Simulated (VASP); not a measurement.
# Cr (Pm-3m) in VASP: single point with PBEsol

Aim: the single point of Cr with PBEsol.

Everything below comes from runs of VASP 6.6.1. Logs are shortened: lines on timing, memory, paths and dates and some standing lists are left out, and cuts for length are marked.

**1. The cell of the first run**

Symmetry: Pm-3m, No. 221, cubic system. The conventional cell has a = 2.368 Å, b = 2.368 Å, c = 2.368 Å, α = 90.00°, β = 90.00°, γ = 90.00°. Within 3.1 Å of Cr (site symmetry m-3m) lie 6 Cr at 2.37 Å.

This isn't the form of Cr at room conditions, which is bcc.

**2. Single point, PBEsol, collinear spin, antiferromagnetic start (13.28 Å³/atom)**

INCAR reads:

```
ALGO = Normal
EDIFF = 1E-6
ENCUT = 700
GGA = PS
GGA_COMPAT = False
ISIF = 2
ISMEAR = -1
ISPIN = 2
LASPH = True
LCHARG = True
LELF = True
LMAXMIX = 4
LORBIT = 11
LREAL = False
LVHAR = True
LWAVE = False
MAGMOM = 1.5 -1.5
NBANDS = 25
NELM = 200
PREC = Accurate
SIGMA = 0.05
```

KPOINTS reads:

```
k-points
0
Gamma
  13 13 13
```

POSCAR reads:

```
Cr
1.0
    0.0000000000      2.3682248402      2.3682248402
    2.3682248402      0.0000000000      2.3682248402
    2.3682248402      2.3682248402      0.0000000000
Cr
2
Direct
    0.0000000000      0.0000000000      0.0000000000
    0.5000000000      0.5000000000      0.5000000000
```

Potentials or basis: VASP PAW PBE potentials, release 64 (Cr_sv).

On the command line:

```bash
cat potpaw_PBE.64/Cr_sv/POTCAR > POTCAR
mpirun -np 1 vasp_std > vasp.out
```

OUTCAR:

```text
EDIFF = 1E-6
   ENCUT = 700
   GGA = PS
   ISIF = 2
   ISMEAR = -1
   ISPIN = 2
   LASPH = True
   LORBIT = 11
   LREAL = False
   NELM = 200
   PREC = Accurate

 ion  position               nearest neighbor table
   1  0.000  0.000  0.000-   2 2.37   2 2.37   2 2.37   2 2.37   2 2.37   2 2.37
   2  0.500  0.500  0.500-   1 2.37   1 2.37   1 2.37   1 2.37   1 2.37   1 2.37

  LATTYP: Found a face centered cubic cell.
 ALAT       =     4.7364496804

  Lattice vectors:

 A1 = (   0.0000000000,   2.3682248402,   2.3682248402)
 A2 = (   2.3682248402,   0.0000000000,   2.3682248402)
 A3 = (   2.3682248402,   2.3682248402,   0.0000000000)

Analysis of symmetry for initial positions (statically):
=====================================================================
 Subroutine PRICEL returns following result:

  LATTYP: Found a simple cubic cell.
 ALAT       =     2.3682248402

  Lattice vectors:

 A1 = (  -2.3682248402,   0.0000000000,   0.0000000000)
 A2 = (   0.0000000000,   0.0000000000,   2.3682248402)
 A3 = (   0.0000000000,   2.3682248402,   0.0000000000)

   2 primitive cells build up your supercell.

 Routine SETGRP: Setting up the symmetry group for a
 face centered cubic supercell.

 Subroutine GETGRP returns: Found 48 space group operations
 (whereof 48 operations were pure point group operations)
 out of a pool of 48 trial point group operations.

The static configuration has the point symmetry O_h .

Analysis of symmetry for dynamics (positions and initial velocities):
=====================================================================
 Subroutine PRICEL returns following result:

  LATTYP: Found a simple cubic cell.
 ALAT       =     2.3682248402

  Lattice vectors:

 A1 = (  -2.3682248402,   0.0000000000,   0.0000000000)
 A2 = (   0.0000000000,   0.0000000000,   2.3682248402)
 A3 = (   0.0000000000,   2.3682248402,   0.0000000000)

   2 primitive cells build up your supercell.

 Routine SETGRP: Setting up the symmetry group for a
 face centered cubic supercell.

 Subroutine GETGRP returns: Found 48 space group operations
 (whereof 48 operations were pure point group operations)
 out of a pool of 48 trial point group operations.

The dynamic configuration has the point symmetry O_h .

Analysis of structural, dynamic, and magnetic symmetry:
=====================================================================
 Subroutine PRICEL returns following result:

  LATTYP: Found a simple cubic cell.
 ALAT       =     2.3682248402

  Lattice vectors:

 A1 = (  -2.3682248402,   0.0000000000,   0.0000000000)
 A2 = (   0.0000000000,   0.0000000000,   2.3682248402)
 A3 = (   0.0000000000,   2.3682248402,   0.0000000000)

   2 primitive cells build up your supercell.

 Routine SETGRP: Setting up the symmetry group for a
 face centered cubic supercell.

 Subroutine GETGRP returns: Found 48 space group operations
 (whereof 48 operations were pure point group operations)
 out of a pool of 48 trial point group operations.

The overall configuration has the point symmetry O_h .

 Subroutine INISYM returns: Found 48 space group operations
 (whereof 48 operations are pure point group operations),
 and found     2 'primitive' translations

----------------------------------------------------------------------------------------

                                     Primitive cell

  volume of cell :      13.2822

  direct lattice vectors                    reciprocal lattice vectors
    -2.368224840  0.000000000  0.000000000    -0.422257204  0.000000000  0.000000000
     0.000000000  0.000000000  2.368224840     0.000000000  0.000000000  0.422257204
     0.000000000  2.368224840  0.000000000     0.000000000  0.422257204  0.000000000

  length of vectors
     2.368224840  2.368224840  2.368224840     0.422257204  0.422257204  0.422257204

  position of ions in fractional coordinates (direct lattice)
     0.000000000  0.000000000  0.000000000

  ion indices of the primitive-cell ions
   primitive index   ion index
                 1           1

----------------------------------------------------------------------------------------

 KPOINTS: k-points

Automatic generation of k-mesh.
 Grid dimensions read from file:
 generate k-points for:   13   13   13

 Generating k-lattice:

  Cartesian coordinates                     Fractional coordinates (reciprocal lattice)
    -0.016240662  0.016240662  0.016240662     0.076923077  0.000000000  0.000000000
     0.016240662 -0.016240662  0.016240662     0.000000000  0.076923077  0.000000000
     0.016240662  0.016240662 -0.016240662     0.000000000  0.000000000  0.076923077

  Length of vectors
     0.028129651  0.028129651  0.028129651

  Shift w.r.t. Gamma in fractional coordinates (k-lattice)
     0.000000000  0.000000000  0.000000000

 Subroutine IBZKPT returns following result:
 ===========================================

 Found     84 irreducible k-points:

 Following reciprocal coordinates:
            Coordinates               Weight
  0.000000  0.000000  0.000000      1.000000
  0.076923  0.000000  0.000000      8.000000
  0.153846  0.000000  0.000000      8.000000
  0.230769  0.000000  0.000000      8.000000
  0.307692  0.000000  0.000000      8.000000
  0.384615  0.000000  0.000000      8.000000
[... 16 lines left out ...]
  0.384615  0.153846  0.000000     24.000000
  0.461538  0.153846  0.000000     24.000000
 [... further k-points ...]
   k-points           NKPTS =     84   k-points in BZ     NKDIM =     84   number of bands    NBANDS=     25
   number of dos      NEDOS =    301   number of ions     NIONS =      2
   total plane-waves  NPLWV =  27000
   dimension x,y,z NGX =    30 NGY =   30 NGZ =   30
   dimension x,y,z NGXF=    60 NGYF=   60 NGZF=   60
   ions per type =               2
   NGX,Y,Z   is equivalent  to a cutoff of  14.89, 14.89, 14.89 a.u.
   NGXF,Y,Z  is equivalent  to a cutoff of  29.78, 29.78, 29.78 a.u.
 SYSTEM =  unknown system
   PREC   = accura    normal or accurate (medium, high low for compatibility)
   ISTART =      0    job   : 0-new  1-cont  2-samecut
   ICHARG =      2    charge: 1-file 2-atom 10-const
   ISPIN  =      2    spin polarized calculation?
   LNONCOLLINEAR =      F non collinear calculations
   LSORBIT =      F    spin-orbit coupling
   LASPH  =      T    aspherical Exc in radial PAW
   ENCUT  =  700.0 eV  51.45 Ry    7.17 a.u.   7.23  7.23  7.23*2*pi/ulx,y,z
   NELM   =    200;   NELMIN=  2; NELMDL= -5     # of ELM steps
   EDIFF  = 0.1E-05   stopping-criterion for ELM
   LREAL  =      F    real-space projection
   EDIFFG = 0.1E-04   stopping-criterion for IOM
   NSW    =      0    number of steps for IOM
   IBRION =     -1    ionic relax: 0-MD 1-quasi-New 2-CG
   NFREE  =      0    steps in history (QN), initial steepest desc. (CG)
   ISIF   =      2    stress and relaxation
   ISYM   =      2    0-nonsym 1-usesym 2-fastsym
   POTIM  = 0.5000    time-step for ionic-motion
   TEBEG  =    0.0;   TEEND  =   0.0 temperature during run
   PSTRESS=    0.0 pullay stress
   NELECT =      28.0000    total number of electrons
   NUPDOWN=      -1.0000    fix difference up-down
   EMIN   =  10.00;   EMAX   =-10.00  energy-range for DOS
   EFERMI =   0.00;   METHOD = LEGACY
   ISMEAR =    -1;   SIGMA  =   0.05  broadening in eV -4-tet -1-fermi 0-gaus
   EFERMI_NEDOS =   21; number of points for ismear=-14 and -15
   IALGO  =     38    algorithm
   IMIX   =      4    mixing-type and parameters
     AMIX     =   0.40;   BMIX     =  1.00
     AMIX_MAG =   1.60;   BMIX_MAG =  1.00
  volume/ion in A,a.u.               =      13.28        89.63
  Fermi-wavevector in a.u.,A,eV,Ry     =   1.666075  3.148425 37.767137  2.775806
  Thomas-Fermi vector in A             =   2.752334
   LORBIT       =     11    0 simple, 1 ext, 2 COOP (PROOUT), +10 PAW based schemes
   GGA     = PS    functional components
   LHFCALC =     F    Hartree Fock is set to
   AEXX    =    0.0000 exact exchange contribution
   IVDW    =     0    specifies the selected vdW correction
   LEPSILON=     F    determine dielectric tensor
   LRPA    =     F    only Hartree local field effects (RPA)
 spin polarized calculation
  energy-cutoff  :      700.00
  volume of cell :       26.56
 maximum number of plane-waves:      1139
 NGX is ok and might be reduce to    30
   NGX = 15   NGY = 15   NGZ = 15

 number of electron      28.0000004 magnetization      -0.0000000

 number of electron      28.0000004 magnetization       0.0000000

 Free energy of the ion-electron system (eV)
  ---------------------------------------------------
  ext. energy  EPLUGINS =         0.00000000
  ---------------------------------------------------
  free energy    TOTEN  =       -18.43640694 eV

  energy without entropy =      -18.40807983  energy(sigma->0) =      -18.42224338

 E-fermi :  11.6414     XC(G=0): -12.9697

 val. band max:       11.6361101544   @ k =   0.4615   0.3846   0.0769
 cond. band min:      11.6506648470   @ k =  -0.4615   0.3077   0.0000
 fundamental gap:      0.0145546925
 Fermi energy:        11.6414031259

 spin component 1

 k-point     1 :       0.0000    0.0000    0.0000
  band No.  band energies     occupation
      1     -59.9820      1.00000
      2     -59.0930      1.00000
      3     -31.5128      1.00000
      4     -31.5128      1.00000
      5     -31.5128      1.00000
      6     -30.4847      1.00000
[... 661 lines left out ...]
     24      29.4004      0.00000
     25      29.8030      0.00000

 [... further k-points ...]

 spin component 2

 k-point     1 :       0.0000    0.0000    0.0000
  band No.  band energies     occupation
      1     -59.9820      1.00000
      2     -59.0930      1.00000
      3     -31.5128      1.00000
      4     -31.5128      1.00000
      5     -31.5128      1.00000
      6     -30.4847      1.00000
[... 661 lines left out ...]
     24      29.4004      0.00000
     25      29.8015      0.00000

 [... further k-points ...]

------------------------ aborting loop because EDIFF is reached ----------------------------------------

  FORCE on cell =-STRESS in cart. coord.  units (eV):
  Direction    XX          YY          ZZ          XY          YZ          ZX
  --------------------------------------------------------------------------------------
  -------------------------------------------------------------------------------------
  Total       -2.1153719     -2.1153719     -2.1153719      0.0000000      0.0000000     -0.0000000
  in kB     -127.5846780   -127.5846780   -127.5846780      0.0000000      0.0000000     -0.0000000
  external PRESSURE =    -127.5846780 kB  Pullay stress =       0.0000000 kB

 VOLUME and BASIS-vectors are now :
 -----------------------------------------------------------------------------
  energy-cutoff  :      700.00
  volume of cell :       26.56
      direct lattice vectors                 reciprocal lattice vectors
     0.000000000  2.368224840  2.368224840    -0.211128602  0.211128602  0.211128602
     2.368224840  0.000000000  2.368224840     0.211128602 -0.211128602  0.211128602
     2.368224840  2.368224840  0.000000000     0.211128602  0.211128602 -0.211128602

 POSITION                                       TOTAL-FORCE (eV/Angst)
 -----------------------------------------------------------------------------------
      0.00000      0.00000      0.00000        -0.000000      0.000000     -0.000000
      2.36822      2.36822      2.36822         0.000000     -0.000000      0.000000
 -----------------------------------------------------------------------------------
    total drift:                                0.000000      0.000000      0.000000

  FREE ENERGIE OF THE ION-ELECTRON SYSTEM (eV)
  ---------------------------------------------------
  free  energy   TOTEN  =       -18.4364069401 eV

  energy  without entropy=      -18.4080798262  energy(sigma->0) =      -18.42224338

 total charge

# of ion       s       p       d       tot
------------------------------------------
    1        2.197   5.979   3.678  11.854
    2        2.197   5.979   3.678  11.854
--------------------------------------------------
tot          4.395  11.958   7.356  23.709

 magnetization (x)

# of ion       s       p       d       tot
------------------------------------------
    1        0.007  -0.000   0.702   0.709
    2       -0.007   0.000  -0.702  -0.709
--------------------------------------------------
tot          0.000   0.000   0.000   0.000
```

Wall time 4.8 min (1 thread of Intel Xeon 6975P-C (Granite Rapids), shared host); peak memory 0.26 GiB.

What came out:

```yaml
Free_energy: -18.4364 eV
Pressure: -12.8 GPa
Band_gap_on_the_k_mesh: zero (filled and empty bands overlap)
Net_moment: 0.00 μB per cell
Site_moments: Cr +0.71, -0.71 μB
Valence_electrons_inside_the_program's_atomic_spheres: Cr 11.85
```

Levels at points of the mesh, in eV from the Fermi level:
Spin up:
| k point | band 12 | band 13 | band 14 | band 15 | band 16 | band 17 |
| --- | --- | --- | --- | --- | --- | --- |
| (0.00, 0.00, 0.00) | -2.76 | -2.76 | -2.76 | 2.46 | 2.46 | 2.46 |
Spin down:
| k point | band 12 | band 13 | band 14 | band 15 | band 16 | band 17 |
| --- | --- | --- | --- | --- | --- | --- |
| (0.00, 0.00, 0.00) | -2.76 | -2.76 | -2.76 | 2.46 | 2.46 | 2.46 |

Caveat: the cell stands under tension; the antiferromagnetic order is the one typed at the start, and another may lie lower; the PAW data sets were made with another functional, which shifts forces and pressure a little.
